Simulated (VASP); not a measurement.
# Na (R-3m) in VASP: a series of runs

The runs below take Na through single point, with PBEsol.

Everything below comes from runs of VASP 6.6.1. Logs are shortened: lines on timing, memory, paths and dates and some standing lists are left out, and cuts for length are marked.

## Step 1: The cell of the first run

The structure is trigonal, space group R-3m (No. 166). The conventional cell has a = 6.049 Å, b = 6.049 Å, c = 3.594 Å, α = 90.00°, β = 90.00°, γ = 120.00°. Na (site symmetry -3m) has 14 Na at 3.59 to 4.24 Å within 4.7 Å.

## Step 2: Single point, PBEsol (equal xy, yz and zx shear strains of -2 %)

The input, INCAR:

```
SYSTEM = Na
ALGO = Normal
EDIFF = 1E-6
ENCUT = 520
GGA = PS
ISIF = 2
ISMEAR = -1
LASPH = .TRUE.
LCHARG = .TRUE.
LELF = .TRUE.
LREAL = .FALSE.
LVHAR = .TRUE.
LWAVE = .FALSE.
NBANDS = 10
NELM = 60
PREC = Accurate
SIGMA = 0.03
```

The input, KPOINTS:

```
k-points
0
G
  11 11 11
  0 0 0
```

The input, POSCAR:

```
Na
1.0
   -2.1598500000      2.1175000000      2.1175000000
    2.1175000000     -2.1598500000      2.1175000000
    2.1175000000      2.1175000000     -2.1598500000
Na
1
Direct
    0.0000000000      0.0000000000      0.0000000000
```

Potentials or basis: VASP PAW PBE potentials, release 64 (Na_pv).

Command:

```console
> cat potpaw_PBE.64/Na_pv/POTCAR > POTCAR
> mpirun -np 1 vasp_std > vasp.out
```

OUTCAR:

```text
SYSTEM = Na
   EDIFF = 1E-6
   ENCUT = 520
   GGA = PS
   ISIF = 2
   ISMEAR = -1
   LASPH = .TRUE.
   LREAL = .FALSE.
   NELM = 60
   PREC = Accurate

 ion  position               nearest neighbor table
   1  0.000  0.000  0.000-

  LATTYP: Found a trigonal (rhomboedric) cell.
 ALAT       =     3.6922302911
 COS(alpha) =    -0.3420602552

  Lattice vectors:

 A1 = (  -2.1598500000,   2.1175000000,   2.1175000000)
 A2 = (   2.1175000000,  -2.1598500000,   2.1175000000)
 A3 = (   2.1175000000,   2.1175000000,  -2.1598500000)

Analysis of symmetry for initial positions (statically):
=====================================================================
 Subroutine PRICEL returns:
 Original cell was already a primitive cell.

 Routine SETGRP: Setting up the symmetry group for a
 trigonal (rhombohedral) supercell.

 Subroutine GETGRP returns: Found 12 space group operations
 (whereof 12 operations were pure point group operations)
 out of a pool of 12 trial point group operations.

The static configuration has the point symmetry D_3d.

Analysis of symmetry for dynamics (positions and initial velocities):
=====================================================================
 Subroutine PRICEL returns:
 Original cell was already a primitive cell.

 Routine SETGRP: Setting up the symmetry group for a
 trigonal (rhombohedral) supercell.

 Subroutine GETGRP returns: Found 12 space group operations
 (whereof 12 operations were pure point group operations)
 out of a pool of 12 trial point group operations.

The dynamic configuration has the point symmetry D_3d.

 Subroutine INISYM returns: Found 12 space group operations
 (whereof 12 operations are pure point group operations),
 and found     1 'primitive' translations

----------------------------------------------------------------------------------------

                                     Primitive cell

  volume of cell :      37.9664

  direct lattice vectors                    reciprocal lattice vectors
    -2.159850000  2.117500000  2.117500000     0.004771217  0.238560829  0.238560829
     2.117500000 -2.159850000  2.117500000     0.238560829  0.004771217  0.238560829
     2.117500000  2.117500000 -2.159850000     0.238560829  0.238560829  0.004771217

  length of vectors
     3.692230291  3.692230291  3.692230291     0.337409696  0.337409696  0.337409696

  position of ions in fractional coordinates (direct lattice)
     0.000000000  0.000000000  0.000000000

  ion indices of the primitive-cell ions
   primitive index   ion index
                 1           1

----------------------------------------------------------------------------------------

 KPOINTS: k-points

Automatic generation of k-mesh.
 Grid dimensions read from file:
 generate k-points for:   11   11   11

 Generating k-lattice:

  Cartesian coordinates                     Fractional coordinates (reciprocal lattice)
     0.000433747  0.021687348  0.021687348     0.090909091  0.000000000  0.000000000
     0.021687348  0.000433747  0.021687348     0.000000000  0.090909091  0.000000000
     0.021687348  0.021687348  0.000433747     0.000000000  0.000000000  0.090909091

  Length of vectors
     0.030673609  0.030673609  0.030673609

  Shift w.r.t. Gamma in fractional coordinates (k-lattice)
     0.000000000  0.000000000  0.000000000

 Subroutine IBZKPT returns following result:
 ===========================================

 Found    146 irreducible k-points:

 Following reciprocal coordinates:
            Coordinates               Weight
  0.000000  0.000000  0.000000      1.000000
  0.090909 -0.000000 -0.000000      6.000000
  0.181818 -0.000000 -0.000000      6.000000
  0.272727 -0.000000 -0.000000      6.000000
  0.363636 -0.000000 -0.000000      6.000000
  0.454545 -0.000000 -0.000000      6.000000
[... 16 lines left out ...]
 -0.272727  0.181818  0.000000     12.000000
 -0.181818  0.181818  0.000000      6.000000
 [... further k-points ...]
   k-points           NKPTS =    146   k-points in BZ     NKDIM =    146   number of bands    NBANDS=     10
   number of dos      NEDOS =    301   number of ions     NIONS =      1
   total plane-waves  NPLWV =  21952
   dimension x,y,z NGX =    28 NGY =   28 NGZ =   28
   dimension x,y,z NGXF=    56 NGYF=   56 NGZF=   56
   ions per type =               1
   NGX,Y,Z   is equivalent  to a cutoff of  12.61, 12.61, 12.61 a.u.
   NGXF,Y,Z  is equivalent  to a cutoff of  25.21, 25.21, 25.21 a.u.
 SYSTEM =  Na
   PREC   = accura    normal or accurate (medium, high low for compatibility)
   ISTART =      0    job   : 0-new  1-cont  2-samecut
   ICHARG =      2    charge: 1-file 2-atom 10-const
   ISPIN  =      1    spin polarized calculation?
   LNONCOLLINEAR =      F non collinear calculations
   LSORBIT =      F    spin-orbit coupling
   LASPH  =      T    aspherical Exc in radial PAW
   ENCUT  =  520.0 eV  38.22 Ry    6.18 a.u.   6.87  6.87  6.87*2*pi/ulx,y,z
   NELM   =     60;   NELMIN=  2; NELMDL= -5     # of ELM steps
   EDIFF  = 0.1E-05   stopping-criterion for ELM
   LREAL  =      F    real-space projection
   EDIFFG = 0.1E-04   stopping-criterion for IOM
   NSW    =      0    number of steps for IOM
   IBRION =     -1    ionic relax: 0-MD 1-quasi-New 2-CG
   NFREE  =      0    steps in history (QN), initial steepest desc. (CG)
   ISIF   =      2    stress and relaxation
   ISYM   =      2    0-nonsym 1-usesym 2-fastsym
   POTIM  = 0.5000    time-step for ionic-motion
   TEBEG  =    0.0;   TEEND  =   0.0 temperature during run
   PSTRESS=    0.0 pullay stress
   NELECT =       7.0000    total number of electrons
   NUPDOWN=      -1.0000    fix difference up-down
   EMIN   =  10.00;   EMAX   =-10.00  energy-range for DOS
   EFERMI =   0.00;   METHOD = LEGACY
   ISMEAR =    -1;   SIGMA  =   0.03  broadening in eV -4-tet -1-fermi 0-gaus
   EFERMI_NEDOS =   21; number of points for ismear=-14 and -15
   IALGO  =     38    algorithm
   IMIX   =      4    mixing-type and parameters
     AMIX     =   0.40;   BMIX     =  1.00
     AMIX_MAG =   1.60;   BMIX_MAG =  1.00
  volume/ion in A,a.u.               =      37.97       256.21
  Fermi-wavevector in a.u.,A,eV,Ry     =   0.931768  1.760786 11.812466  0.868192
  Thomas-Fermi vector in A             =   2.058296
   LORBIT       =      0    0 simple, 1 ext, 2 COOP (PROOUT), +10 PAW based schemes
   GGA     = PS    functional components
   LHFCALC =     F    Hartree Fock is set to
   AEXX    =    0.0000 exact exchange contribution
   IVDW    =     0    specifies the selected vdW correction
   LEPSILON=     F    determine dielectric tensor
   LRPA    =     F    only Hartree local field effects (RPA)
 non-spin polarized calculation
  energy-cutoff  :      520.00
  volume of cell :       37.97
 maximum number of plane-waves:      1042
   NGX = 13   NGY = 13   NGZ = 13

 number of electron       7.0000006 magnetization

 Free energy of the ion-electron system (eV)
  ---------------------------------------------------
  ext. energy  EPLUGINS =         0.00000000
  ---------------------------------------------------
  free energy    TOTEN  =        -1.39986203 eV

  energy without entropy =       -1.39880266  energy(sigma->0) =       -1.39933235

 E-fermi :   0.2662     XC(G=0):  -6.4385

 val. band max:        0.2327705706   @ k =  -0.1818   0.4545   0.0909
 cond. band min:       0.2812553204   @ k =  -0.1818  -0.3636   0.0909
 fundamental gap:      0.0484847497
 Fermi energy:         0.2661983921

 k-point     1 :       0.0000    0.0000    0.0000
  band No.  band energies     occupation
      1     -24.5673      2.00000
      2     -24.5668      2.00000
      3     -24.5668      2.00000
      4      -2.9884      2.00000
      5      11.7139      0.00000
      6      11.7737      0.00000
      7      11.7737      0.00000
      8      12.9141      0.00000
      9      12.9144      0.00000
     10      13.0492      0.00000

 k-point     2 :       0.0909   -0.0000   -0.0000
  band No.  band energies     occupation
      1     -24.5701      2.00000
      2     -24.5678      2.00000
      3     -24.5668      2.00000
      4      -2.8423      2.00000
      5      10.3451      0.00000
      6      10.9503      0.00000
      7      11.2252      0.00000
      8      11.9039      0.00000
      9      12.0350      0.00000
     10      13.3252      0.00000

 k-point     3 :       0.1818   -0.0000   -0.0000
  band No.  band energies     occupation
      1     -24.5777      2.00000
      2     -24.5704      2.00000
      3     -24.5667      2.00000
      4      -2.4063      2.00000
      5       8.0040      0.00000
      6       9.9313      0.00000
      7      10.4375      0.00000
      8      10.8749      0.00000
      9      11.6464      0.00000
     10      13.6618      0.00000

 k-point     4 :       0.2727   -0.0000   -0.0000
  band No.  band energies     occupation
      1     -24.5876      2.00000
      2     -24.5737      2.00000
      3     -24.5666      2.00000
      4      -1.6878      2.00000
      5       5.8139      0.00000
      6       9.1341      0.00000
      7       9.8055      0.00000
      8      10.0971      0.00000
      9      11.1078      0.00000
     10      14.2128      0.00000
[... 222 lines left out ...]
 k-point    22 :      -0.3636    0.1818    0.0000
  band No.  band energies     occupation
      1     -24.5875      2.00000
      2     -24.5754      2.00000
      3     -24.5692      2.00000
      4      -1.3064      2.00000
      5       5.6995      0.00000
      6       6.5154      0.00000
      7       8.9606      0.00000
      8      11.3543      0.00000
      9      12.4149      0.00000
     10      14.8538      0.00000

 k-point    23 :      -0.2727    0.1818    0.0000
  band No.  band energies     occupation
      1     -24.5813      2.00000
      2     -24.5716      2.00000
      3     -24.5682      2.00000
      4      -2.0083      2.00000
      5       6.5941      0.00000
      6       8.4471      0.00000
      7       9.6951      0.00000
      8      10.9673      0.00000
      9      12.7474      0.00000
     10      13.6375      0.00000

 k-point    24 :      -0.1818    0.1818    0.0000
  band No.  band energies     occupation
      1     -24.5761      2.00000
      2     -24.5700      2.00000
      3     -24.5672      2.00000
      4      -2.4294      2.00000
      5       7.6073      0.00000
      6       9.9701      0.00000
      7      10.3855      0.00000
      8      11.1271      0.00000
      9      11.9309      0.00000
     10      14.0489      0.00000

 [... further k-points ...]

------------------------ aborting loop because EDIFF is reached ----------------------------------------

  FORCE on cell =-STRESS in cart. coord.  units (eV):
  Direction    XX          YY          ZZ          XY          YZ          ZX
  --------------------------------------------------------------------------------------
  -------------------------------------------------------------------------------------
  Total       -0.0833784     -0.0833784     -0.0833784      0.0380106      0.0380106      0.0380106
  in kB       -3.5185613     -3.5185613     -3.5185613      1.6040425      1.6040425      1.6040425
  external PRESSURE =      -3.5185613 kB  Pullay stress =       0.0000000 kB

 VOLUME and BASIS-vectors are now :
 -----------------------------------------------------------------------------
  energy-cutoff  :      520.00
  volume of cell :       37.97
      direct lattice vectors                 reciprocal lattice vectors
    -2.159850000  2.117500000  2.117500000     0.004771217  0.238560829  0.238560829
     2.117500000 -2.159850000  2.117500000     0.238560829  0.004771217  0.238560829
     2.117500000  2.117500000 -2.159850000     0.238560829  0.238560829  0.004771217

 POSITION                                       TOTAL-FORCE (eV/Angst)
 -----------------------------------------------------------------------------------
      0.00000      0.00000      0.00000         0.000000      0.000000      0.000000
 -----------------------------------------------------------------------------------
    total drift:                               -0.000000     -0.000000     -0.000000

  FREE ENERGIE OF THE ION-ELECTRON SYSTEM (eV)
  ---------------------------------------------------
  free  energy   TOTEN  =        -1.3998620339 eV

  energy  without entropy=       -1.3988026622  energy(sigma->0) =       -1.39933235
```

Wall time 27 s (1 thread of Intel Xeon Platinum 8259CL at 2.50GHz (Skylake/Cascade Lake), shared host); peak memory 0.18 GiB.

Results:

- Free energy: -1.3999 eV
- Pressure: -0.4 GPa
- Band gap on the k mesh: zero (an odd number of electrons rules out a gap without spin polarisation)

Caveat: the cell differs from its parent crystal (equal xy, yz and zx shear strains of -2 %); the PAW data sets were made with another functional, which shifts forces and pressure a little.

## Step 3: Single point, PBEsol (equal xy, yz and zx shear strains of -1 %)

The input, INCAR:

```
SYSTEM = Na
PREC = Accurate
ENCUT = 520
EDIFF = 1E-6
ISMEAR = -1
SIGMA = 0.03
LREAL = .False.
LASPH = .True.
NELM = 60
ALGO = Normal
ISIF = 2
LWAVE = .False.
LCHARG = .False.
GGA = PS
NBANDS = 10
```

The input, KPOINTS:

```
regular mesh
0
Gamma
  11 11 11
  0 0 0
```

The input, POSCAR:

```
Na
1.0
   -2.1386750000      2.1175000000      2.1175000000
    2.1175000000     -2.1386750000      2.1175000000
    2.1175000000      2.1175000000     -2.1386750000
Na
1
Direct
    0.0000000000      0.0000000000      0.0000000000
```

Potentials or basis: VASP PAW PBE potentials, release 64 (Na_pv).

Command:

```console
> cat potpaw_PBE.64/Na_pv/POTCAR > POTCAR
> mpirun -np 1 vasp_std > vasp.out
```

Wall time 26 s (1 thread of Intel Xeon Platinum 8259CL at 2.50GHz (Skylake/Cascade Lake), shared host); peak memory 0.18 GiB.

The run converged. Its results:

- Free energy: -1.4007 eV
- Pressure: -0.4 GPa
- Band gap on the k mesh: zero (an odd number of electrons rules out a gap without spin polarisation)

Stress tensor (GPa, compression positive):
```
-0.36  0.07  0.07
 0.07 -0.36  0.07
 0.07  0.07 -0.36
```

Levels at points of the mesh, in eV from the Fermi level:
```tsv
k point	band 1	band 2	band 3	band 4	band 5	band 6
(0.00, 0.00, 0.00)	-24.82	-24.82	-24.82	-3.24	11.51	11.56
```

Caveat: the cell differs from its parent crystal (equal xy, yz and zx shear strains of -1 %); the PAW data sets were made with another functional, which shifts forces and pressure a little.

## Step 4: Single point, PBEsol (equal xy, yz and zx shear strains of +1 %)

The input, INCAR:

```
SYSTEM = Na
  PREC = Accurate
  ENCUT = 520
  EDIFF = 1E-6
  ISMEAR = -1
  SIGMA = 0.03
  LREAL = .FALSE.
  LASPH = .TRUE.
  NELM = 100
  ALGO = Normal
  ISIF = 2
  LWAVE = .FALSE.
  LCHARG = .FALSE.
  GGA = PS
  NBANDS = 10
```

The input, KPOINTS:

```
regular mesh
0
G
  11 11 11
  0 0 0
```

The input, POSCAR:

```
Na
1.0
   -2.0963250000      2.1175000000      2.1175000000
    2.1175000000     -2.0963250000      2.1175000000
    2.1175000000      2.1175000000     -2.0963250000
Na
1
Direct
    0.0000000000      0.0000000000      0.0000000000
```

Command:

```console
> cat potpaw_PBE.64/Na_pv/POTCAR > POTCAR
> mpirun -np 1 vasp_std > vasp.out
```

It took 26 s on 1 thread of Intel Xeon Platinum 8259CL at 2.50GHz (Skylake/Cascade Lake), shared host; peak memory 0.17 GiB.

Results (log left out):

```
Free energy            : -1.4007 eV
Pressure               : -0.4 GPa
Band gap on the k mesh : zero (an odd number of electrons rules out a gap without spin polarisation)
```

Stress tensor (GPa, compression positive):
```
-0.36 -0.07 -0.07
-0.07 -0.36 -0.07
-0.07 -0.07 -0.36
```

Levels at points of the mesh, in eV from the Fermi level:
| k point | band 1 | band 2 | band 3 | band 4 | band 5 | band 6 | band 7 |
| --- | --- | --- | --- | --- | --- | --- | --- |
| (0.00, 0.00, 0.00) | -24.82 | -24.82 | -24.82 | -3.24 | 11.52 | 11.52 | 11.61 |

Caveat: the cell differs from its parent crystal (equal xy, yz and zx shear strains of +1 %); the PAW data sets were made with another functional, which shifts forces and pressure a little.

[end of part 1 of 2]
